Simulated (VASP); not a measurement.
# LiF (F-43m) in VASP: further runs, part 2 of 2

VASP 6.6.1. Earlier steps stand in the parts before.

**3. Relaxation of cell and atoms, PBE**

This run uses another cell than the first one, of 8.39 Å³/atom, 0.808 times its volume.

File INCAR:

```
PREC     = Accurate       # precision mode
ENCUT    = 600            # plane-wave cutoff, eV
EDIFF    = 1E-6           # SCF threshold, eV
ISMEAR   = 0              # smearing method
SIGMA    = 0.1            # smearing width, eV
LREAL    = F              # projectors in reciprocal space
LASPH    = T              # aspherical terms in the spheres
NELM     = 60             # most SCF steps
ALGO     = Normal         # electronic algorithm
ISIF     = 3              # what is computed and relaxed
LWAVE    = F              # write WAVECAR
LCHARG   = F              # write CHGCAR
GGA      = PE             # functional
IBRION   = 2              # ionic algorithm
NSW      = 90             # ionic steps
EDIFFG   = -0.04          # ionic threshold
```

File KPOINTS:

```
regular mesh
0
Gamma
  8 8 8
```

File POSCAR:

```
LiF
1.0
    0.0000000000      2.0322729500      2.0322729500
    2.0322729500      0.0000000000      2.0322729500
    2.0322729500      2.0322729500      0.0000000000
Li F
1 1
Direct
    0.2500000000      0.2500000000      0.2500000000
    0.5000000000      0.5000000000      0.5000000000
```

Potentials or basis: VASP PAW PBE potentials, release 64 (Li_sv, F).

Run with:

```sh
$ cat potpaw_PBE.64/Li_sv/POTCAR potpaw_PBE.64/F/POTCAR > POTCAR
$ mpirun -np 1 vasp_std > vasp.out
```

OUTCAR:

```text
PREC = Accurate
   ENCUT = 600
   EDIFF = 1E-6
   ISMEAR = 0
   LREAL = F
   LASPH = T
   NELM = 60
   ISIF = 3
   GGA = PE
   IBRION = 2
   NSW = 90
   EDIFFG = -0.04

 ion  position               nearest neighbor table
   1  0.250  0.250  0.250-   2 1.76   2 1.76   2 1.76   2 1.76
   2  0.500  0.500  0.500-   1 1.76   1 1.76   1 1.76   1 1.76

  LATTYP: Found a face centered cubic cell.
 ALAT       =     4.0645459000

  Lattice vectors:

 A1 = (   0.0000000000,   2.0322729500,   2.0322729500)
 A2 = (   2.0322729500,   0.0000000000,   2.0322729500)
 A3 = (   2.0322729500,   2.0322729500,   0.0000000000)

Analysis of symmetry for initial positions (statically):
=====================================================================
 Subroutine PRICEL returns:
 Original cell was already a primitive cell.

 Routine SETGRP: Setting up the symmetry group for a
 face centered cubic supercell.

 Subroutine GETGRP returns: Found 24 space group operations
 (whereof 24 operations were pure point group operations)
 out of a pool of 48 trial point group operations.

The static configuration has the point symmetry T_d .

[... 168 lines left out ...]
  Direction    XX          YY          ZZ          XY          YZ          ZX
  --------------------------------------------------------------------------------------
  -------------------------------------------------------------------------------------
  Total        1.7780930      1.7780930      1.7780930      0.0000000      0.0000000     -0.0000000
  in kB      169.7027746    169.7027746    169.7027746      0.0000000      0.0000000     -0.0000000
  external PRESSURE =     169.7027746 kB  Pullay stress =       0.0000000 kB
[... 59 lines left out ...]
--------------------------------------- Ionic step        3  -------------------------------------------

 number of electron      10.0000004 magnetization

 E-fermi :  -2.3919     XC(G=0):  -8.4906

 val. band max:       -2.8980372092   @ k =   0.0000   0.0000   0.0000
 cond. band min:       4.5671985392   @ k =   0.0000   0.0000   0.0000
 fundamental gap:      7.4652357484
 Fermi energy:        -2.3918546862

 k-point     1 :       0.0000    0.0000    0.0000
  band No.  band energies     occupation
      1     -43.4896      2.00000
      2     -22.1072      2.00000
      3      -2.8980      2.00000
      4      -2.8980      2.00000
      5      -2.8980      2.00000
      6       4.5672      0.00000
      7      15.8535      0.00000
      8      15.8535      0.00000
      9      15.8535      0.00000
[... 311 lines left out ...]
--------------------------------------- Ionic step        4  -------------------------------------------

 number of electron       9.9999991 magnetization

 Free energy of the ion-electron system (eV)
  ---------------------------------------------------
  ext. energy  EPLUGINS =         0.00000000
  ---------------------------------------------------
  free energy    TOTEN  =        -9.61910158 eV

  energy without entropy =       -9.61910158  energy(sigma->0) =       -9.61910158

 E-fermi :  -2.1956     XC(G=0):  -8.6430

 val. band max:       -2.7525952145   @ k =   0.0000   0.0000   0.0000
 cond. band min:       4.8940419399   @ k =   0.0000   0.0000   0.0000
 fundamental gap:      7.6466371545
 Fermi energy:        -2.1956171544

 k-point     1 :       0.0000    0.0000    0.0000
  band No.  band energies     occupation
      1     -43.2339      2.00000
      2     -22.0144      2.00000
      3      -2.7526      2.00000
      4      -2.7526      2.00000
      5      -2.7526      2.00000
      6       4.8940      0.00000
      7      16.3026      0.00000
      8      16.3026      0.00000
      9      16.3027      0.00000
[... 305 lines left out ...]
  FREE ENERGIE OF THE ION-ELECTRON SYSTEM (eV)
  ---------------------------------------------------
  free  energy   TOTEN  =        -9.6191015806 eV

  energy  without entropy=       -9.6191015806  energy(sigma->0) =       -9.61910158

 reached required accuracy - stopping structural energy minimisation
```

OSZICAR:

```text
N       E                     dE             d eps       ncg     rms          rms(c)
DAV:   1     0.389633302238E+02    0.38963E+02   -0.69426E+03   530   0.135E+03
DAV:   2    -0.782911101865E+01   -0.46792E+02   -0.44614E+02   613   0.228E+02
DAV:   3    -0.100847594446E+02   -0.22556E+01   -0.22501E+01   780   0.483E+01
[... 31 lines left out ...]
DAV:   3    -0.962010996833E+01    0.27632E-02   -0.65034E-03   611   0.908E-01    0.312E-01
DAV:   4    -0.961910145752E+01    0.10085E-02   -0.17242E-03   931   0.441E-01    0.257E-02
DAV:   5    -0.961909760763E+01    0.38499E-05   -0.88994E-05   542   0.101E-01    0.841E-03
DAV:   6    -0.961910223655E+01   -0.46289E-05   -0.80616E-06   782   0.279E-02    0.327E-03
DAV:   7    -0.961910158064E+01    0.65591E-06   -0.13788E-07   299   0.529E-03
   4 F= -.96191016E+01 E0= -.96191016E+01  d E =-.175170E+00
```

CONTCAR:

```text
LiF
   1.00000000000000
     0.0000000000000000    2.1811356690726016    2.1811356690726016
     2.1811356690726016   -0.0000000000000000    2.1811356690726016
     2.1811356690726016    2.1811356690726016    0.0000000000000000
  Li              F
     1     1
Direct
     0.2500000000000000    0.2500000000000000    0.2500000000000000
     0.5000000000000000    0.5000000000000000    0.5000000000000000

  0.00000000E+00  0.00000000E+00  0.00000000E+00
  0.00000000E+00  0.00000000E+00  0.00000000E+00
```

Wall time 9.7 s (1 thread of AMD EPYC 9R45 (Zen 5), shared host); peak memory 0.1 GiB.

Results:

```yaml
Free_energy: -9.6191 eV
Relaxed_volume: 10.38 Å³/atom
Relaxed_cell: a = 3.085 Å, b = 3.085 Å, c = 3.085 Å, α = 60.00°, β = 60.00°, γ = 60.00°
Space_group_after_relaxing_to_0.05_Å: F-43m (No. 216)
Energy_gained_by_relaxing: 87.6 meV/atom
Ionic_steps: 4
Pressure_after_relaxing: -0.1 GPa
Band_gap_on_the_k_mesh: 7.65 eV, direct
```

The path:
```csv
step,energy change (eV),largest force (eV/Å),pressure (GPa),volume (Å³)
1,0.0000,0.0000,16.97,16.79
2,-0.1492,0.0000,5.29,19.04
3,-0.1702,0.0000,-1.96,21.50
4,-0.1752,0.0000,-0.11,20.75
```

Final structure:
```cif
data_structure
_symmetry_space_group_name_H-M 'P 1'
_symmetry_Int_Tables_number 1
_cell_length_a 3.0846
_cell_length_b 3.0846
_cell_length_c 3.0846
_cell_angle_alpha 60.000
_cell_angle_beta 60.000
_cell_angle_gamma 60.000
_cell_volume 20.75
loop_
_atom_site_label
_atom_site_type_symbol
_atom_site_fract_x
_atom_site_fract_y
_atom_site_fract_z
_atom_site_occupancy
Li1 Li 0.25000 0.25000 0.25000 1
F1 F 0.50000 0.50000 0.50000 1
```

Caveat: the cutoff is under 1.25 times the usual one of these potentials, so pressure, stress and relaxed cells hold a basis-set (Pulay) error; the volume moved by over 15 % at a fixed basis, so the end points are rough. As with any semilocal functional, this PBE gap is likely too small.

**4. Relaxation of cell and atoms, PBE**

This run uses another cell than the first one, of 10.36 Å³/atom, 0.998 times its volume.

File INCAR:

```
PREC = Accurate
ENCUT = 600
EDIFF = 1E-7
ISMEAR = 0
SIGMA = 0.02
LREAL = False
LASPH = True
NELM = 60
ALGO = Normal
ISIF = 3
LWAVE = False
LCHARG = False
GGA = PE
IBRION = 2
NSW = 100
EDIFFG = -0.01
```

File KPOINTS:

```
regular mesh
0
Gamma
  10 10 10
```

File POSCAR:

```
LiF
1.0
    0.0000000000      2.1800433125      2.1800433125
    2.1800433125      0.0000000000      2.1800433125
    2.1800433125      2.1800433125      0.0000000000
Li F
1 1
Direct
    0.7500000000      0.7500000000      0.7500000000
    0.5000000000      0.5000000000      0.5000000000
```

Potentials or basis: VASP PAW PBE potentials, release 64 (Li_sv, F).

Run with:

```sh
$ cat potpaw_PBE.64/Li_sv/POTCAR potpaw_PBE.64/F/POTCAR > POTCAR
$ mpirun -np 1 vasp_std > vasp.out
```

OUTCAR:

```text
PREC = Accurate
   ENCUT = 600
   EDIFF = 1E-7
   ISMEAR = 0
   LREAL = False
   LASPH = True
   NELM = 60
   ISIF = 3
   GGA = PE
   IBRION = 2
   NSW = 100
   EDIFFG = -0.01

 ion  position               nearest neighbor table
   1  0.750  0.750  0.750-   2 1.89   2 1.89   2 1.89   2 1.89
   2  0.500  0.500  0.500-   1 1.89   1 1.89   1 1.89   1 1.89

  LATTYP: Found a face centered cubic cell.
 ALAT       =     4.3600866250

  Lattice vectors:

 A1 = (   0.0000000000,   2.1800433125,   2.1800433125)
 A2 = (   2.1800433125,   0.0000000000,   2.1800433125)
 A3 = (   2.1800433125,   2.1800433125,   0.0000000000)

Analysis of symmetry for initial positions (statically):
=====================================================================
 Subroutine PRICEL returns:
 Original cell was already a primitive cell.

 Routine SETGRP: Setting up the symmetry group for a
 face centered cubic supercell.

 Subroutine GETGRP returns: Found 24 space group operations
 (whereof 24 operations were pure point group operations)
 out of a pool of 48 trial point group operations.

The static configuration has the point symmetry T_d .

Analysis of symmetry for dynamics (positions and initial velocities):
=====================================================================
 Subroutine PRICEL returns:
 Original cell was already a primitive cell.

 Routine SETGRP: Setting up the symmetry group for a
 face centered cubic supercell.

 Subroutine GETGRP returns: Found 24 space group operations
 (whereof 24 operations were pure point group operations)
 out of a pool of 48 trial point group operations.

The dynamic configuration has the point symmetry T_d .

 Subroutine INISYM returns: Found 24 space group operations
 (whereof 24 operations are pure point group operations),
 and found     1 'primitive' translations

----------------------------------------------------------------------------------------

                                     Primitive cell

  volume of cell :      20.7217

  direct lattice vectors                    reciprocal lattice vectors
     0.000000000  2.180043313  2.180043313    -0.229353241  0.229353241  0.229353241
     2.180043313  0.000000000  2.180043313     0.229353241 -0.229353241  0.229353241
     2.180043313  2.180043313  0.000000000     0.229353241  0.229353241 -0.229353241

  length of vectors
     3.083046819  3.083046819  3.083046819     0.397251467  0.397251467  0.397251467

  position of ions in fractional coordinates (direct lattice)
     0.750000000  0.750000000  0.750000000
     0.500000000  0.500000000  0.500000000

  ion indices of the primitive-cell ions
   primitive index   ion index
                 1           1
                 2           2

[... 99 lines left out ...]
   IVDW    =     0    specifies the selected vdW correction
   LEPSILON=     F    determine dielectric tensor
   LRPA    =     F    only Hartree local field effects (RPA)
 conjugate gradient relaxation of ions
 non-spin polarized calculation
 Gauss-broadening in eV      SIGMA  =   0.02
  energy-cutoff  :      600.00
  volume of cell :       20.72
 maximum number of plane-waves:       701
 NGX is ok and might be reduce to    28
   NGX = 13   NGY = 13   NGZ = 13

--------------------------------------- Ionic step        1  -------------------------------------------

 number of electron      10.0000000 magnetization

 number of electron       9.9999997 magnetization

 Free energy of the ion-electron system (eV)
  ---------------------------------------------------
  ext. energy  EPLUGINS =         0.00000000
  ---------------------------------------------------
  free energy    TOTEN  =        -9.63055894 eV

  energy without entropy =       -9.63055894  energy(sigma->0) =       -9.63055894

------------------------ aborting loop because EDIFF is reached ----------------------------------------

  FORCE on cell =-STRESS in cart. coord.  units (eV):
  Direction    XX          YY          ZZ          XY          YZ          ZX
  --------------------------------------------------------------------------------------
  -------------------------------------------------------------------------------------
  Total       -0.0347534     -0.0347534     -0.0347534      0.0000000     -0.0000000      0.0000000
  in kB       -2.6870947     -2.6870947     -2.6870947      0.0000000     -0.0000000      0.0000000
  external PRESSURE =      -2.6870947 kB  Pullay stress =       0.0000000 kB

 VOLUME and BASIS-vectors are now :
 -----------------------------------------------------------------------------
  energy-cutoff  :      600.00
  volume of cell :       20.72
      direct lattice vectors                 reciprocal lattice vectors
     0.000000000  2.180043313  2.180043313    -0.229353241  0.229353241  0.229353241
     2.180043313  0.000000000  2.180043313     0.229353241 -0.229353241  0.229353241
     2.180043313  2.180043313  0.000000000     0.229353241  0.229353241 -0.229353241

 POSITION                                       TOTAL-FORCE (eV/Angst)
 -----------------------------------------------------------------------------------
      3.27006      3.27006      3.27006         0.000000      0.000000      0.000000
      2.18004      2.18004      2.18004        -0.000000     -0.000000      0.000000
 -----------------------------------------------------------------------------------
    total drift:                               -0.000000     -0.000000     -0.000000

  FREE ENERGIE OF THE ION-ELECTRON SYSTEM (eV)
  ---------------------------------------------------
  free  energy   TOTEN  =        -9.6305589403 eV

  energy  without entropy=       -9.6305589403  energy(sigma->0) =       -9.63055894

--------------------------------------- Ionic step        2  -------------------------------------------

 number of electron       9.9999998 magnetization

 Free energy of the ion-electron system (eV)
  ---------------------------------------------------
  ext. energy  EPLUGINS =         0.00000000
  ---------------------------------------------------
  free energy    TOTEN  =        -9.63062496 eV

  energy without entropy =       -9.63062496  energy(sigma->0) =       -9.63062496

 E-fermi :  -2.5419     XC(G=0):  -8.6605

 val. band max:       -2.7390074930   @ k =   0.0000   0.0000   0.0000
 cond. band min:       4.9303667771   @ k =   0.0000   0.0000   0.0000
 fundamental gap:      7.6693742702
 Fermi energy:        -2.5418868043

 k-point     1 :       0.0000    0.0000    0.0000
  band No.  band energies     occupation
      1     -43.2044      2.00000
      2     -22.0073      2.00000
      3      -2.7390      2.00000
      4      -2.7390      2.00000
      5      -2.7390      2.00000
      6       4.9304      0.00000
      7      16.3532      0.00000
      8      16.3532      0.00000
      9      16.3532      0.00000
[... 265 lines left out ...]
 k-point    24 :       0.4000    0.3000    0.0000
  band No.  band energies     occupation
      1     -43.1714      2.00000
      2     -21.8299      2.00000
      3      -3.9640      2.00000
      4      -3.3347      2.00000
      5      -3.3175      2.00000
      6       7.5629      0.00000
      7      13.5902      0.00000
      8      16.1533      0.00000
      9      16.2059      0.00000

 [... further k-points ...]
[... 5 lines left out ...]
  --------------------------------------------------------------------------------------
  -------------------------------------------------------------------------------------
  Total       -0.0181823     -0.0181823     -0.0181823      0.0000000     -0.0000000      0.0000000
  in kB       -1.4093749     -1.4093749     -1.4093749      0.0000000     -0.0000000      0.0000000
  external PRESSURE =      -1.4093749 kB  Pullay stress =       0.0000000 kB

 VOLUME and BASIS-vectors are now :
 -----------------------------------------------------------------------------
  energy-cutoff  :      600.00
  volume of cell :       20.67
      direct lattice vectors                 reciprocal lattice vectors
     0.000000000  2.178215784  2.178215784    -0.229545669  0.229545669  0.229545669
     2.178215784 -0.000000000  2.178215784     0.229545669 -0.229545669  0.229545669
     2.178215784  2.178215784 -0.000000000     0.229545669  0.229545669 -0.229545669

 POSITION                                       TOTAL-FORCE (eV/Angst)
 -----------------------------------------------------------------------------------
      3.26732      3.26732      3.26732        -0.000000     -0.000000     -0.000000
      2.17822      2.17822      2.17822         0.000000      0.000000      0.000000
 -----------------------------------------------------------------------------------
    total drift:                               -0.000000     -0.000000     -0.000000

  FREE ENERGIE OF THE ION-ELECTRON SYSTEM (eV)
  ---------------------------------------------------
  free  energy   TOTEN  =        -9.6306249570 eV

  energy  without entropy=       -9.6306249570  energy(sigma->0) =       -9.63062496

 reached required accuracy - stopping structural energy minimisation
```

OSZICAR:

```text
N       E                     dE             d eps       ncg     rms          rms(c)
DAV:   1     0.440765389828E+02    0.44077E+02   -0.65640E+03   862   0.131E+03
DAV:   2    -0.720871255468E+01   -0.51285E+02   -0.50120E+02   920   0.231E+02
DAV:   3    -0.102886337962E+02   -0.30799E+01   -0.30721E+01  1429   0.537E+01
DAV:   4    -0.103433221668E+02   -0.54688E-01   -0.54664E-01  1117   0.657E+00
[... 14 lines left out ...]
DAV:   3    -0.963063146185E+01    0.14985E-04   -0.28277E-05   995   0.622E-02    0.219E-02
DAV:   4    -0.963062494786E+01    0.65140E-05   -0.82026E-06  1528   0.289E-02    0.166E-03
DAV:   5    -0.963062506648E+01   -0.11862E-06   -0.34958E-07   712   0.649E-03    0.584E-04
DAV:   6    -0.963062494822E+01    0.11826E-06   -0.26667E-08   456   0.183E-03    0.158E-04
DAV:   7    -0.963062495703E+01   -0.88112E-08   -0.53252E-09   439   0.822E-04
   2 F= -.96306250E+01 E0= -.96306250E+01  d E =-.660168E-04
```

CONTCAR:

```text
LiF
   1.00000000000000
     0.0000000000000000    2.1782157843430277    2.1782157843430277
     2.1782157843430277   -0.0000000000000000    2.1782157843430277
     2.1782157843430277    2.1782157843430277   -0.0000000000000000
  Li              F
     1     1
Direct
     0.7500000000000000    0.7500000000000000    0.7500000000000000
     0.5000000000000000    0.5000000000000000    0.5000000000000000

  0.00000000E+00  0.00000000E+00  0.00000000E+00
  0.00000000E+00  0.00000000E+00  0.00000000E+00
```

Run time: 19 s. Hardware: 1 thread of AMD EPYC 9R45 (Zen 5), shared host; peak memory 0.11 GiB.

Results:

* Free energy: -9.6306 eV
* Relaxed volume: 10.33 Å³/atom
* Relaxed cell: a = 3.080 Å, b = 3.080 Å, c = 3.080 Å, α = 60.00°, β = 60.00°, γ = 60.00°
* Space group after relaxing (to 0.05 Å): F-43m (No. 216)
* Energy gained by relaxing: 0.0 meV/atom
* Ionic steps: 2
* Pressure after relaxing: -0.1 GPa
* Band gap on the k mesh: 7.67 eV, direct

Final structure:
```xyz
2
Lattice="0.0000 2.1782 2.1782 2.1782 0.0000 2.1782 2.1782 2.1782 0.0000" Properties=species:S:1:pos:R:3 pbc="T T T"
Li    3.2673    3.2673    3.2673
F     2.1782    2.1782    2.1782
```

Caveat: the cutoff is under 1.25 times the usual one of these potentials, so pressure, stress and relaxed cells hold a basis-set (Pulay) error.

**5. The runs side by side**

```csv
task,cell,k mesh,cutoff (eV),smearing,gap on the mesh (eV),pressure (GPa),relaxed volume (Å³/atom)
single point,"a = 3.086 Å, angles 60.0°, 2 atoms",10 × 10 × 10,520,gaussian 0.02 eV,7.64,-,-
relaxation of cell and atoms,"relaxed from a = 2.874 Å, angles 60.0°, 2 atoms",8 × 8 × 8,600,gaussian 0.1 eV,7.65,-0.1,10.38
relaxation of cell and atoms,"relaxed from a = 3.083 Å, angles 60.0°, 2 atoms",10 × 10 × 10,600,gaussian 0.02 eV,7.67,-0.1,10.33
```

Alike in all rows: level PBE; potentials or basis VASP PAW PBE potentials, release 64 (Li_sv, F); no spin polarisation.

Caveats: the cutoff is under 1.25 times the usual one of these potentials, so pressure, stress and relaxed cells hold a basis-set (Pulay) error; the volume moved by over 15 % at a fixed basis, so the end points are rough (some runs).

Total energies depend on the potentials used, so only differences within one code and one set of settings carry meaning.
